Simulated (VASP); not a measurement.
# Mg2BiN3 (P6/mmm) in VASP: notebook

Runs on Mg2BiN3. Level: PBE. Tasks: single point, relaxation of cell and atoms.

Everything below comes from runs of VASP 6.6.1. Logs are shortened: lines on timing, memory, paths and dates and some standing lists are left out, and cuts for length are marked.

### 1 The cell of the first run

It takes space group P6/mmm (No. 191, hexagonal). Conventional cell: a = 5.389 Å, b = 5.389 Å, c = 3.080 Å, α = 90.00°, β = 90.00°, γ = 120.00°. Mg (site symmetry -6m2) has 6 N at 2.19 Å within 2.9 Å. Bi (site symmetry 6/mmm) has 2 Bi at 3.08 Å and 12 N at 3.10 Å and 6 Mg at 3.11 Å within 4.1 Å. Within 2.9 Å of N (site symmetry mmm) lie 4 Mg at 2.19 Å and 4 N at 2.69 Å.

The cell was generated, and may not be a known phase.

### 2 Single point, PBE

File INCAR:

```
SYSTEM = Mg2BiN3
  PREC = Accurate
  ENCUT = 520
  EDIFF = 1E-7
  ISMEAR = 0
  SIGMA = 0.1
  LREAL = .FALSE.
  LASPH = .TRUE.
  NELM = 100
  ALGO = Normal
  ISIF = 2
  LWAVE = .FALSE.
  LCHARG = .FALSE.
  GGA = PE
  NBANDS = 26
```

File KPOINTS:

```
Automatic mesh
0
G
  12 12 12
  0 0 0
```

File POSCAR:

```
Mg2BiN3
1.0
    5.3890491393      0.0000000000      0.0000000000
   -2.6945245696      4.6670534569      0.0000000000
    0.0000000000      0.0000000000      3.0797959657
Mg Bi N
2 1 3
Direct
    0.3333333333      0.6666666667      0.0000000000
    0.6666666667      0.3333333333      0.0000000000
    0.0000000000      0.0000000000      0.0000000000
    0.5000000000      0.0000000000      0.5000000000
    0.5000000000      0.5000000000      0.5000000000
    0.0000000000      0.5000000000      0.5000000000
```

Potentials or basis: VASP PAW PBE potentials, release 64 (Mg, Bi_d, N).

Command:

```console
> cat potpaw_PBE.64/Mg/POTCAR potpaw_PBE.64/Bi_d/POTCAR potpaw_PBE.64/N/POTCAR > POTCAR
> mpirun -np 1 vasp_std > vasp.out
```

OUTCAR:

```text
SYSTEM = Mg2BiN3
   PREC = Accurate
   ENCUT = 520
   EDIFF = 1E-7
   ISMEAR = 0
   LREAL = .FALSE.
   LASPH = .TRUE.
   NELM = 100
   ISIF = 2
   GGA = PE

 ion  position               nearest neighbor table
   1  0.333  0.667  0.000-   4 2.19   4 2.19   6 2.19   6 2.19   5 2.19   5 2.19   3 3.11   2 3.11
                             2 3.11   3 3.11   3 3.11   2 3.11
   2  0.667  0.333  0.000-   4 2.19   4 2.19   6 2.19   6 2.19   5 2.19   5 2.19   3 3.11   1 3.11
                             1 3.11   3 3.11   3 3.11   1 3.11
   3  0.000  0.000  0.000-   1 3.11   2 3.11   1 3.11   2 3.11   2 3.11   1 3.11
   4  0.500  0.000  0.500-   1 2.19   2 2.19   1 2.19   2 2.19
   5  0.500  0.500  0.500-   1 2.19   2 2.19   1 2.19   2 2.19
   6  0.000  0.500  0.500-   1 2.19   2 2.19   1 2.19   2 2.19

  LATTYP: Found a hexagonal cell.
 ALAT       =     5.3890491393
 C/A-ratio  =     0.5714915352

  Lattice vectors:

 A1 = (   5.3890491393,   0.0000000000,   0.0000000000)
 A2 = (  -2.6945245696,   4.6670534569,   0.0000000000)
 A3 = (   0.0000000000,   0.0000000000,   3.0797959657)

Analysis of symmetry for initial positions (statically):
=====================================================================
 Subroutine PRICEL returns:
 Original cell was already a primitive cell.

 Routine SETGRP: Setting up the symmetry group for a
 hexagonal supercell.

 Subroutine GETGRP returns: Found 24 space group operations
 (whereof 24 operations were pure point group operations)
 out of a pool of 24 trial point group operations.

The static configuration has the point symmetry D_6h.

Analysis of symmetry for dynamics (positions and initial velocities):
=====================================================================
 Subroutine PRICEL returns:
 Original cell was already a primitive cell.

 Routine SETGRP: Setting up the symmetry group for a
 hexagonal supercell.

 Subroutine GETGRP returns: Found 24 space group operations
 (whereof 24 operations were pure point group operations)
 out of a pool of 24 trial point group operations.

The dynamic configuration has the point symmetry D_6h.

 Subroutine INISYM returns: Found 24 space group operations
 (whereof 24 operations are pure point group operations),
 and found     1 'primitive' translations

----------------------------------------------------------------------------------------

                                     Primitive cell

  volume of cell :      77.4599

  direct lattice vectors                    reciprocal lattice vectors
     5.389049139  0.000000000  0.000000000     0.185561492  0.107133977  0.000000000
    -2.694524570  4.667053457  0.000000000     0.000000000  0.214267955  0.000000000
     0.000000000  0.000000000  3.079795966     0.000000000  0.000000000  0.324696834

  length of vectors
     5.389049139  5.389049139  3.079795966     0.214267955  0.214267955  0.324696834

  position of ions in fractional coordinates (direct lattice)
     0.333333333  0.666666667  0.000000000
     0.666666667  0.333333333  0.000000000
     0.000000000  0.000000000  0.000000000
     0.500000000  0.000000000  0.500000000
     0.500000000  0.500000000  0.500000000
     1.000000000  0.500000000  0.500000000

  ion indices of the primitive-cell ions
   primitive index   ion index
                 1           1
                 2           2
                 3           3
                 4           4
                 5           5
                 6           6

----------------------------------------------------------------------------------------

 KPOINTS: Automatic mesh

Automatic generation of k-mesh.
 Grid dimensions read from file:
 generate k-points for:   12   12   12

 Generating k-lattice:

  Cartesian coordinates                     Fractional coordinates (reciprocal lattice)
     0.015463458  0.008927831  0.000000000     0.083333333 -0.000000000  0.000000000
     0.000000000  0.017855663  0.000000000     0.000000000  0.083333333  0.000000000
     0.000000000  0.000000000  0.027058070     0.000000000  0.000000000  0.083333333

  Length of vectors
     0.017855663  0.017855663  0.027058070

  Shift w.r.t. Gamma in fractional coordinates (k-lattice)
     0.000000000  0.000000000  0.000000000

 Subroutine IBZKPT returns following result:
 ===========================================

 Found    133 irreducible k-points:

 Following reciprocal coordinates:
            Coordinates               Weight
  0.000000  0.000000  0.000000      1.000000
  0.083333 -0.000000  0.000000      6.000000
  0.166667  0.000000  0.000000      6.000000
  0.250000  0.000000  0.000000      6.000000
  0.333333  0.000000  0.000000      6.000000
  0.416667  0.000000  0.000000      6.000000
[... 16 lines left out ...]
  0.250000  0.000000  0.083333     12.000000
  0.333333  0.000000  0.083333     12.000000
 [... further k-points ...]
   k-points           NKPTS =    133   k-points in BZ     NKDIM =    133   number of bands    NBANDS=     26
   number of dos      NEDOS =    301   number of ions     NIONS =      6
   total plane-waves  NPLWV =  38400
   dimension x,y,z NGX =    40 NGY =   40 NGZ =   24
   dimension x,y,z NGXF=    80 NGYF=   80 NGZF=   48
   ions per type =               2   1   3
   NGX,Y,Z   is equivalent  to a cutoff of  12.34, 12.34, 12.96 a.u.
   NGXF,Y,Z  is equivalent  to a cutoff of  24.68, 24.68, 25.91 a.u.
 SYSTEM =  Mg2BiN3
   PREC   = accura    normal or accurate (medium, high low for compatibility)
   ISTART =      0    job   : 0-new  1-cont  2-samecut
   ICHARG =      2    charge: 1-file 2-atom 10-const
   ISPIN  =      1    spin polarized calculation?
   LNONCOLLINEAR =      F non collinear calculations
   LSORBIT =      F    spin-orbit coupling
   LASPH  =      T    aspherical Exc in radial PAW
   ENCUT  =  520.0 eV  38.22 Ry    6.18 a.u.  10.02 10.02  5.73*2*pi/ulx,y,z
   NELM   =    100;   NELMIN=  2; NELMDL= -5     # of ELM steps
   EDIFF  = 0.1E-06   stopping-criterion for ELM
   LREAL  =      F    real-space projection
   EDIFFG = 0.1E-05   stopping-criterion for IOM
   NSW    =      0    number of steps for IOM
   IBRION =     -1    ionic relax: 0-MD 1-quasi-New 2-CG
   NFREE  =      0    steps in history (QN), initial steepest desc. (CG)
   ISIF   =      2    stress and relaxation
   ISYM   =      2    0-nonsym 1-usesym 2-fastsym
   POTIM  = 0.5000    time-step for ionic-motion
   TEBEG  =    0.0;   TEEND  =   0.0 temperature during run
   PSTRESS=    0.0 pullay stress
   NELECT =      34.0000    total number of electrons
   NUPDOWN=      -1.0000    fix difference up-down
   EMIN   =  10.00;   EMAX   =-10.00  energy-range for DOS
   EFERMI =   0.00;   METHOD = LEGACY
   ISMEAR =     0;   SIGMA  =   0.10  broadening in eV -4-tet -1-fermi 0-gaus
   EFERMI_NEDOS =   21; number of points for ismear=-14 and -15
   IALGO  =     38    algorithm
   IMIX   =      4    mixing-type and parameters
     AMIX     =   0.40;   BMIX     =  1.00
     AMIX_MAG =   1.60;   BMIX_MAG =  1.00
  volume/ion in A,a.u.               =      12.91        87.12
  Fermi-wavevector in a.u.,A,eV,Ry     =   1.244158  2.351118 21.060852  1.547929
  Thomas-Fermi vector in A             =   2.378437
   LORBIT       =      0    0 simple, 1 ext, 2 COOP (PROOUT), +10 PAW based schemes
   GGA     = PE    functional components
   LHFCALC =     F    Hartree Fock is set to
   AEXX    =    0.0000 exact exchange contribution
   IVDW    =     0    specifies the selected vdW correction
   LEPSILON=     F    determine dielectric tensor
   LRPA    =     F    only Hartree local field effects (RPA)
 non-spin polarized calculation
 Gauss-broadening in eV      SIGMA  =   0.10
  energy-cutoff  :      520.00
  volume of cell :       77.46
 maximum number of plane-waves:      2112
   NGX = 21   NGY = 21   NGZ = 11

 number of electron      34.0000002 magnetization

 Free energy of the ion-electron system (eV)
  ---------------------------------------------------
  ext. energy  EPLUGINS =         0.00000000
  ---------------------------------------------------
  free energy    TOTEN  =       -27.85075196 eV

  energy without entropy =      -27.83231801  energy(sigma->0) =      -27.84153499

 E-fermi :   6.0508     XC(G=0): -10.9770

 val. band max:        6.0475651711   @ k =   0.0833   0.0833   0.4167
 cond. band min:       6.0516886913   @ k =   0.2500   0.1667   0.0000
 fundamental gap:      0.0041235202
 Fermi energy:         6.0507856067

 k-point     1 :       0.0000    0.0000    0.0000
  band No.  band energies     occupation
      1     -17.8780      2.00000
      2     -17.6472      2.00000
      3     -17.6472      2.00000
      4     -17.5073      2.00000
      5     -17.5073      2.00000
      6      -9.2230      2.00000
[... 18 lines left out ...]
     25      16.9909      0.00000
     26      17.0155      0.00000

 k-point     2 :       0.0833   -0.0000    0.0000
  band No.  band energies     occupation
      1     -17.8780      2.00000
      2     -17.6472      2.00000
      3     -17.6470      2.00000
      4     -17.5074      2.00000
      5     -17.5073      2.00000
      6      -9.1875      2.00000
[... 18 lines left out ...]
     25      16.9072      0.00000
     26      17.1039      0.00000

 k-point     3 :       0.1667    0.0000    0.0000
  band No.  band energies     occupation
      1     -17.8779      2.00000
      2     -17.6472      2.00000
      3     -17.6465      2.00000
      4     -17.5074      2.00000
      5     -17.5074      2.00000
      6      -9.0816      2.00000
[... 18 lines left out ...]
     25      16.6757      0.00000
     26      17.2226      0.00000

 k-point     4 :       0.2500    0.0000    0.0000
  band No.  band energies     occupation
      1     -17.8777      2.00000
      2     -17.6472      2.00000
      3     -17.6458      2.00000
      4     -17.5075      2.00000
      5     -17.5074      2.00000
      6      -8.9078      2.00000
[... 18 lines left out ...]
     25      16.3175      0.00000
     26      16.9649      0.00000

 k-point     5 :       0.3333    0.0000    0.0000
  band No.  band energies     occupation
      1     -17.8775      2.00000
      2     -17.6472      2.00000
      3     -17.6450      2.00000
      4     -17.5076      2.00000
      5     -17.5074      2.00000
      6      -8.6706      2.00000
[... 18 lines left out ...]
     25      15.9146      0.00000
     26      16.7549      0.00000

 k-point     6 :       0.4167    0.0000    0.0000
  band No.  band energies     occupation
      1     -17.8774      2.00000
      2     -17.6472      2.00000
      3     -17.6445      2.00000
      4     -17.5076      2.00000
      5     -17.5074      2.00000
      6      -8.3788      2.00000
[... 427 lines left out ...]
 k-point    21 :       0.0833   -0.0000    0.0833
  band No.  band energies     occupation
      1     -17.8475      2.00000
      2     -17.6459      2.00000
      3     -17.6458      2.00000
      4     -17.5180      2.00000
      5     -17.5179      2.00000
      6      -9.1131      2.00000
[... 18 lines left out ...]
     25      16.3508      0.00000
     26      17.2678      0.00000

 k-point    22 :       0.1667    0.0000    0.0833
  band No.  band energies     occupation
      1     -17.8474      2.00000
      2     -17.6459      2.00000
      3     -17.6452      2.00000
      4     -17.5180      2.00000
      5     -17.5180      2.00000
      6      -9.0082      2.00000
[... 18 lines left out ...]
     25      16.3291      0.00000
     26      17.0874      0.00000

 k-point    23 :       0.2500    0.0000    0.0833
  band No.  band energies     occupation
      1     -17.8472      2.00000
      2     -17.6459      2.00000
      3     -17.6446      2.00000
      4     -17.5182      2.00000
      5     -17.5180      2.00000
      6      -8.8362      2.00000
[... 18 lines left out ...]
     25      16.2430      0.00000
     26      16.7855      0.00000

 k-point    24 :       0.3333    0.0000    0.0833
  band No.  band energies     occupation
      1     -17.8470      2.00000
      2     -17.6459      2.00000
      3     -17.6438      2.00000
      4     -17.5183      2.00000
      5     -17.5180      2.00000
      6      -8.6018      2.00000
[... 18 lines left out ...]
     25      16.0968      0.00000
     26      16.6682      0.00000

 [... further k-points ...]

------------------------ aborting loop because EDIFF is reached ----------------------------------------

  FORCE on cell =-STRESS in cart. coord.  units (eV):
  Direction    XX          YY          ZZ          XY          YZ          ZX
  --------------------------------------------------------------------------------------
  -------------------------------------------------------------------------------------
  Total       -0.1458943     -0.1458943     -0.2105186     -0.0000000     -0.0000000      0.0000000
  in kB       -3.0176714     -3.0176714     -4.3543580     -0.0000000     -0.0000000      0.0000000
  external PRESSURE =      -3.4632336 kB  Pullay stress =       0.0000000 kB

 VOLUME and BASIS-vectors are now :
 -----------------------------------------------------------------------------
  energy-cutoff  :      520.00
  volume of cell :       77.46
      direct lattice vectors                 reciprocal lattice vectors
     5.389049139  0.000000000  0.000000000     0.185561492  0.107133977  0.000000000
    -2.694524570  4.667053457  0.000000000     0.000000000  0.214267955  0.000000000
     0.000000000  0.000000000  3.079795966     0.000000000  0.000000000  0.324696834

 POSITION                                       TOTAL-FORCE (eV/Angst)
 -----------------------------------------------------------------------------------
     -0.00000      3.11137      0.00000        -0.000000     -0.000000      0.000000
      2.69452      1.55568      0.00000         0.000000      0.000000     -0.000000
      0.00000      0.00000      0.00000         0.000000      0.000000     -0.000000
      2.69452      0.00000      1.53990         0.000000      0.000000     -0.000000
      1.34726      2.33353      1.53990         0.000000      0.000000     -0.000000
     -1.34726      2.33353      1.53990         0.000000      0.000000     -0.000000
 -----------------------------------------------------------------------------------
    total drift:                               -0.000000      0.000000     -0.000000

  FREE ENERGIE OF THE ION-ELECTRON SYSTEM (eV)
  ---------------------------------------------------
  free  energy   TOTEN  =       -27.8507519647 eV

  energy  without entropy=      -27.8323180147  energy(sigma->0) =      -27.84153499
```

Run time: 2 min. Hardware: 1 thread of Intel Xeon 6975P-C (Granite Rapids), shared host; peak memory 0.38 GiB.

Results:

- Free energy: -27.8508 eV
- Pressure: -0.3 GPa
- Band gap on the k mesh: zero (bands 17 and 18 overlap by 0.96 eV)

Caveat: spin-orbit coupling is left out, which moves the levels of the heavy elements.

(Part 1 of 2 ends here.)
